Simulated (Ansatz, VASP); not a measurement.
**Two plane-wave programs on Au**

```xyz
2
Lattice="2.9368 0.0000 0.0000 -1.4684 2.5434 0.0000 0.0000 0.0000 4.6708" Properties=species:S:1:pos:R:3 pbc="T T T"
Au    0.0000    1.6956    3.5031
Au    1.4684    0.8478    1.1677
```

Change from the starting cell: strain +0.025 along x and y, -0.025 along z, atoms carried along.

Alike in both runs: task single point; functional PBEsol; k mesh 24 × 24 × 12; occupations gaussian, width 0.15 eV; no spin polarisation.

```csv
,VASP,Ansatz
version,VASP 6.6.1,Ansatz 0.2.0
potentials or method,"VASP PAW PBE potentials, release 64 (Au), cutoff 520 eV","scalar-relativistic, plane waves, PAW"
valence electrons in the cell,22,38
```

|  | VASP | Ansatz | Ansatz less VASP |
| --- | --- | --- | --- |
| gap on the k mesh at the Fermi level (eV) | none | none | - |
| pressure (GPa) | -3.8 | -3.6 | +0.19 |
| traceless stress, the component that is largest in VASP (GPa) | 2.77 | 2.79 | +0.014 |

VASP's potentials were made for PBE, not for PBEsol. A gap of «none» marks a metal or a gap that the smearing closes. VASP's potentials hold 22 valence electrons a cell and Ansatz's 38, so a difference there can come from the potentials and not from the codes.

Neither program's run includes spin-orbit coupling.
